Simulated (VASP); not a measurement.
# W8C9F2 in VASP: notebook

The runs below take W8C9F2 through single point, with PBEsol.

All numbers are computed with VASP 6.6.1; they aren't measurements. Logs are shortened: lines on timing, memory, paths and dates and some standing lists are left out, and cuts for length are marked.

**1. The cell of the first run**

The cell holds a slab with vacuum, 19 atoms: a = 5.810 Å, b = 5.674 Å, c = 19.193 Å, α = 90.00°, β = 90.00°, γ = 90.00°.

**2. Single point, PBEsol**

INCAR

```
SYSTEM = W8C9F2
  PREC = Accurate
  ENCUT = 520
  EDIFF = 1E-6
  ISMEAR = -1
  SIGMA = 0.1
  LREAL = Auto
  LASPH = .True.
  NELM = 100
  ALGO = Normal
  ISIF = 2
  LWAVE = .False.
  LCHARG = .False.
  GGA = PS
  NBANDS = 96
```

KPOINTS

```
Automatic mesh
0
Gamma
  3 3 1
  0 0 0
```

POSCAR

```
W8C9F2
1.0
    5.8102400000      0.0000000000      0.0000000000
    0.0000000000      5.6737800000      0.0000000000
    0.0000000000      0.0000000000     19.1931800000
W C F
8 9 2
Direct
    0.0000000000      0.0000000000      0.0521018403
    0.2512116539      0.0084952184      0.1834401595
    0.0000000000      0.5000017625      0.0521018403
    0.2516075067      0.4919471675      0.1838309233
    0.4999965578      0.0000000000      0.0521018403
    0.7429297241     -0.0006521226      0.1842425278
    0.4999965578      0.5000017625      0.0521018403
    0.7417765875      0.5011121334      0.1897757433
   -0.0106708157      0.2488288231      0.1252111427
    0.2549292284      0.2466609562      0.2518498758
    0.0128394008      0.7491830843      0.1274932033
    0.5420085917      0.7360525082      0.2394808989
    0.4672268271      0.2485820740      0.1306974665
    0.5445730297      0.2537638047      0.2457591707
    0.5175001377      0.7525318218      0.1241326346
    0.7806217988      0.7522674478      0.2674022752
    0.6617798921      0.1743458506      0.3261992020
    0.8854195352      0.0968490142      0.3689904435
    0.4786549265      0.0453842059      0.3601852325
```

Potentials or basis: VASP PAW PBE potentials, release 64 (W_sv, C, F).

The run is started by

```sh
> cat potpaw_PBE.64/W_sv/POTCAR potpaw_PBE.64/C/POTCAR potpaw_PBE.64/F/POTCAR > POTCAR
> mpirun -np 1 vasp_std > vasp.out
```

OUTCAR:

```text
SYSTEM = W8C9F2
   PREC = Accurate
   ENCUT = 520
   EDIFF = 1E-6
   ISMEAR = -1
   LREAL = Auto
   LASPH = .True.
   NELM = 100
   ISIF = 2
   GGA = PS

 ion  position               nearest neighbor table
   1  0.000  0.000  0.052-   9 1.99  11 2.03   3 2.84   3 2.84   5 2.91   5 2.91   2 2.91   6 2.94

   2  0.251  0.008  0.183-  10 1.88  13 2.11  11 2.29   9 2.33  15 2.41  14 2.50  12 2.53   4 2.74
                             6 2.86   5 2.91   1 2.91   4 2.93   6 2.95
   3  0.000  0.500  0.052-   9 2.00  11 2.02   1 2.84   1 2.84   7 2.91   7 2.91   4 2.92   8 3.04

   4  0.252  0.492  0.184-  10 1.91  13 2.13  11 2.29   9 2.34  15 2.43  12 2.43  14 2.48   2 2.74
                             8 2.85   7 2.91   3 2.92   2 2.93   8 2.96
   5  0.500  0.000  0.052-  15 1.97  13 2.07   7 2.84   7 2.84   6 2.90   1 2.91   1 2.91   2 2.91

   6  0.743  0.999  0.184-  16 2.14  12 2.17  14 2.19  15 2.24   9 2.31  13 2.37  11 2.38   8 2.83
                             8 2.85   2 2.86   5 2.90   1 2.94   2 2.95
   7  0.500  0.500  0.052-  15 1.99  13 2.08   5 2.84   5 2.84   3 2.91   3 2.91   4 2.91   8 2.99

   8  0.742  0.501  0.190-  12 2.01  16 2.07  14 2.11  15 2.31   9 2.38  13 2.43  11 2.43   6 2.83
                             6 2.85   4 2.85   4 2.96   7 2.99   3 3.04
   9  0.989  0.249  0.125-   1 1.99   3 2.00   6 2.31   2 2.33   4 2.34   8 2.38
  10  0.255  0.247  0.252-  14 1.69   2 1.88   4 1.91
  11  0.013  0.749  0.127-   3 2.02   1 2.03   4 2.29   2 2.29   6 2.38   8 2.43
  12  0.542  0.736  0.239-  16 1.49   8 2.01   6 2.17   4 2.43   2 2.53
  13  0.467  0.249  0.131-   5 2.07   7 2.08   2 2.11   4 2.13   6 2.37   8 2.43
  14  0.545  0.254  0.246-  10 1.69  17 1.75   8 2.11   6 2.19   4 2.48   2 2.50
  15  0.518  0.753  0.124-   5 1.97   7 1.99   6 2.24   8 2.31   2 2.41   4 2.43
  16  0.781  0.752  0.267-  12 1.49   8 2.07   6 2.14
  17  0.662  0.174  0.326-  19 1.45  18 1.60  14 1.75
  18  0.885  0.097  0.369-  17 1.60
  19  0.479  0.045  0.360-  17 1.45

  LATTYP: Found a simple orthorhombic cell.
 ALAT       =     5.6737800000
 B/A-ratio  =     1.0240509854
 C/A-ratio  =     3.3827853741

  Lattice vectors:

 A1 = (   0.0000000000,  -5.6737800000,   0.0000000000)
 A2 = (   5.8102400000,   0.0000000000,   0.0000000000)
 A3 = (   0.0000000000,   0.0000000000,  19.1931800000)

Analysis of symmetry for initial positions (statically):
=====================================================================
 Subroutine PRICEL returns:
 Original cell was already a primitive cell.

 Routine SETGRP: Setting up the symmetry group for a
 simple orthorhombic supercell.

 Subroutine GETGRP returns: Found  1 space group operations
 (whereof  1 operations were pure point group operations)
 out of a pool of  8 trial point group operations.

The static configuration has the point symmetry C_1 .

Analysis of symmetry for dynamics (positions and initial velocities):
=====================================================================
 Subroutine PRICEL returns:
 Original cell was already a primitive cell.

 Routine SETGRP: Setting up the symmetry group for a
 simple orthorhombic supercell.

 Subroutine GETGRP returns: Found  1 space group operations
 (whereof  1 operations were pure point group operations)
 out of a pool of  8 trial point group operations.

The dynamic configuration has the point symmetry C_1 .

 Subroutine INISYM returns: Found  1 space group operations
 (whereof  1 operations are pure point group operations),
 and found     1 'primitive' translations

----------------------------------------------------------------------------------------

                                     Primitive cell

  volume of cell :     632.7228

  direct lattice vectors                    reciprocal lattice vectors
     5.810240000  0.000000000  0.000000000     0.172109930  0.000000000  0.000000000
     0.000000000  5.673780000  0.000000000     0.000000000  0.176249343  0.000000000
     0.000000000  0.000000000 19.193180000     0.000000000  0.000000000  0.052101840

  length of vectors
     5.810240000  5.673780000 19.193180000     0.172109930  0.176249343  0.052101840

  position of ions in fractional coordinates (direct lattice)
     0.000000000  0.000000000  0.052101840
     0.251211654  0.008495218  0.183440160
     0.000000000  0.500001762  0.052101840
     0.251607507  0.491947168  0.183830923
     0.499996558  0.000000000  0.052101840
     0.742929724  0.999347877  0.184242528
[... 11 lines left out ...]
     0.885419535  0.096849014  0.368990444
     0.478654926  0.045384206  0.360185233

  ion indices of the primitive-cell ions
   primitive index   ion index
                 1           1
                 2           2
                 3           3
                 4           4
                 5           5
                 6           6
[... 11 lines left out ...]
                18          18
                19          19

----------------------------------------------------------------------------------------

 KPOINTS: Automatic mesh

Automatic generation of k-mesh.
 Grid dimensions read from file:
 generate k-points for:    3    3    1

 Generating k-lattice:

  Cartesian coordinates                     Fractional coordinates (reciprocal lattice)
     0.057369977  0.000000000  0.000000000     0.333333333  0.000000000  0.000000000
     0.000000000  0.058749781  0.000000000     0.000000000  0.333333333  0.000000000
     0.000000000  0.000000000  0.052101840     0.000000000  0.000000000  1.000000000

  Length of vectors
     0.057369977  0.058749781  0.052101840

  Shift w.r.t. Gamma in fractional coordinates (k-lattice)
     0.000000000  0.000000000  0.000000000

 Subroutine IBZKPT returns following result:
 ===========================================

 Found      5 irreducible k-points:

 Following reciprocal coordinates:
            Coordinates               Weight
  0.000000  0.000000  0.000000      1.000000
  0.333333  0.000000  0.000000      2.000000
  0.000000  0.333333  0.000000      2.000000
  0.333333  0.333333  0.000000      2.000000
 -0.333333  0.333333  0.000000      2.000000
   k-points           NKPTS =      5   k-points in BZ     NKDIM =      5   number of bands    NBANDS=     96
   number of dos      NEDOS =    301   number of ions     NIONS =     19
   total plane-waves  NPLWV = 290304
   dimension x,y,z NGX =    48 NGY =   42 NGZ =  144
   dimension x,y,z NGXF=    96 NGYF=   84 NGZF=  288
   ions per type =               8   9   2
   NGX,Y,Z   is equivalent  to a cutoff of  13.73, 12.31, 12.47 a.u.
   NGXF,Y,Z  is equivalent  to a cutoff of  27.47, 24.61, 24.95 a.u.
 SYSTEM =  W8C9F2
   PREC   = accura    normal or accurate (medium, high low for compatibility)
   ISTART =      0    job   : 0-new  1-cont  2-samecut
   ICHARG =      2    charge: 1-file 2-atom 10-const
   ISPIN  =      1    spin polarized calculation?
   LNONCOLLINEAR =      F non collinear calculations
   LSORBIT =      F    spin-orbit coupling
   LASPH  =      T    aspherical Exc in radial PAW
   ENCUT  =  520.0 eV  38.22 Ry    6.18 a.u.  10.80 10.55 35.69*2*pi/ulx,y,z
   NELM   =    100;   NELMIN=  2; NELMDL= -5     # of ELM steps
   EDIFF  = 0.1E-05   stopping-criterion for ELM
   LREAL  =      T    real-space projection
   EDIFFG = 0.1E-04   stopping-criterion for IOM
   NSW    =      0    number of steps for IOM
[... 5 lines left out ...]
   TEBEG  =    0.0;   TEEND  =   0.0 temperature during run
   PSTRESS=    0.0 pullay stress
   NELECT =     162.0000    total number of electrons
   NUPDOWN=      -1.0000    fix difference up-down
   EMIN   =  10.00;   EMAX   =-10.00  energy-range for DOS
   EFERMI =   0.00;   METHOD = LEGACY
   ISMEAR =    -1;   SIGMA  =   0.10  broadening in eV -4-tet -1-fermi 0-gaus
   EFERMI_NEDOS =   21; number of points for ismear=-14 and -15
   IALGO  =     38    algorithm
   IMIX   =      4    mixing-type and parameters
     AMIX     =   0.40;   BMIX     =  1.00
     AMIX_MAG =   1.60;   BMIX_MAG =  1.00
  volume/ion in A,a.u.               =      33.30       224.73
  Fermi-wavevector in a.u.,A,eV,Ry     =   1.039542  1.964449 14.703100  1.080647
  Thomas-Fermi vector in A             =   2.174077
   LORBIT       =      0    0 simple, 1 ext, 2 COOP (PROOUT), +10 PAW based schemes
   GGA     = PS    functional components
   LHFCALC =     F    Hartree Fock is set to
   AEXX    =    0.0000 exact exchange contribution
   IVDW    =     0    specifies the selected vdW correction
   LEPSILON=     F    determine dielectric tensor
   LRPA    =     F    only Hartree local field effects (RPA)
 non-spin polarized calculation
  energy-cutoff  :      520.00
  volume of cell :      632.72
 maximum number of plane-waves:     17084
 NGX is ok and might be reduce to    48
   NGX = 21   NGY = 21   NGZ = 71

 number of electron     161.9999979 magnetization

 Free energy of the ion-electron system (eV)
  ---------------------------------------------------
  ext. energy  EPLUGINS =         0.00000000
  ---------------------------------------------------
  free energy    TOTEN  =      -179.66994310 eV

  energy without entropy =     -179.35004559  energy(sigma->0) =     -179.50999434

 E-fermi :  -0.6523     XC(G=0):  -5.3413

 val. band max:       -0.6539344891   @ k =  -0.3333   0.3333   0.0000
 cond. band min:      -0.5297750935   @ k =   0.3333   0.3333   0.0000
 fundamental gap:      0.1241593956
 Fermi energy:        -0.6522612089

 k-point     1 :       0.0000    0.0000    0.0000
  band No.  band energies     occupation
      1     -75.0944      2.00000
      2     -75.0435      2.00000
      3     -74.9402      2.00000
      4     -74.8918      2.00000
      5     -74.8850      2.00000
      6     -74.8766      2.00000
[... 85 lines left out ...]
     92       1.7958      0.00000
     93       1.8884      0.00000

 k-point     2 :       0.3333    0.0000    0.0000
  band No.  band energies     occupation
      1     -75.0937      2.00000
      2     -75.0427      2.00000
      3     -74.9376      2.00000
      4     -74.8934      2.00000
      5     -74.8849      2.00000
      6     -74.8755      2.00000
[... 373 lines left out ...]
     92       0.9372      0.00000
     93       1.0418      0.00000
 [bands above 93 left out]

------------------------ aborting loop because EDIFF is reached ----------------------------------------

  FORCE on cell =-STRESS in cart. coord.  units (eV):
  Direction    XX          YY          ZZ          XY          YZ          ZX
  --------------------------------------------------------------------------------------
  -------------------------------------------------------------------------------------
  Total      -44.4879697      1.7414959     -2.3841959     -0.7987146      4.8410499     -9.7440337
  in kB     -112.6521977      4.4098066     -6.0372481     -2.0225009     12.2584805    -24.6737898
  external PRESSURE =     -38.0932131 kB  Pullay stress =       0.0000000 kB

 VOLUME and BASIS-vectors are now :
 -----------------------------------------------------------------------------
  energy-cutoff  :      520.00
  volume of cell :      632.72
      direct lattice vectors                 reciprocal lattice vectors
     5.810240000  0.000000000  0.000000000     0.172109930  0.000000000  0.000000000
     0.000000000  5.673780000  0.000000000     0.000000000  0.176249343  0.000000000
     0.000000000  0.000000000 19.193180000     0.000000000  0.000000000  0.052101840

 POSITION                                       TOTAL-FORCE (eV/Angst)
 -----------------------------------------------------------------------------------
      0.00000      0.00000      1.00000        -0.065443     -0.409489     -0.318443
      1.45960      0.04820      3.52080         0.525783     -3.281405     -2.226958
      0.00000      2.83690      1.00000        -0.126974      0.355353     -0.020190
      1.46190      2.79120      3.52830         0.516587      3.003756     -2.120968
      2.90510      0.00000      1.00000        -0.098622      0.798954     -0.990907
      4.31660      5.67008      3.53620         0.738933      0.086022     -2.093538
[... 11 lines left out ...]
      5.14450      0.54950      7.08210        -3.439926      1.509319     -2.487382
      2.78110      0.25750      6.91310         3.119554      1.762290     -1.171959
 -----------------------------------------------------------------------------------
    total drift:                               -0.020219      0.013838     -0.002682

  FREE ENERGIE OF THE ION-ELECTRON SYSTEM (eV)
  ---------------------------------------------------
  free  energy   TOTEN  =      -179.6699430962 eV

  energy  without entropy=     -179.3500455923  energy(sigma->0) =     -179.50999434
```

Run time: 13 min. Hardware: 1 thread of Oxide Virtual Turin-like, shared host; peak memory 0.67 GiB.

Results:

```
Free energy            : -179.6699 eV
Largest force          : 4.634 eV/Å
Band gap on the k mesh : zero (bands 81 and 82 overlap by 0.24 eV)
```

Forces on the atoms (eV/Å):
```
W   -0.065 -0.409 -0.318
W    0.526 -3.281 -2.227
W   -0.127  0.355 -0.020
W    0.517  3.004 -2.121
W   -0.099  0.799 -0.991
W    0.739  0.086 -2.094
W    0.017 -0.734 -0.435
W    1.323 -1.063 -4.312
C   -0.151 -0.072  3.055
C    2.238  0.613  3.206
C    0.200  0.240  2.473
C   -1.531  1.354  2.254
C    0.867  0.111 -0.915
C    0.015 -1.073  3.697
C    0.342 -0.452  1.914
C   -2.974  0.035 -1.572
C   -1.517 -2.783  2.066
F   -3.440  1.509 -2.487
F    3.120  1.762 -1.172
```

Caveat: the k points lie up to 0.37 Å⁻¹ apart; there is no dipole correction, which matters where the two faces differ; the PAW data sets were made with another functional, which shifts forces and pressure a little; spin-orbit coupling is left out, which moves the levels of the heavy elements.

(Continued in part 2 of 2.)

The gap in the log of VASP goes by the Fermi energy; the results here count the filled bands.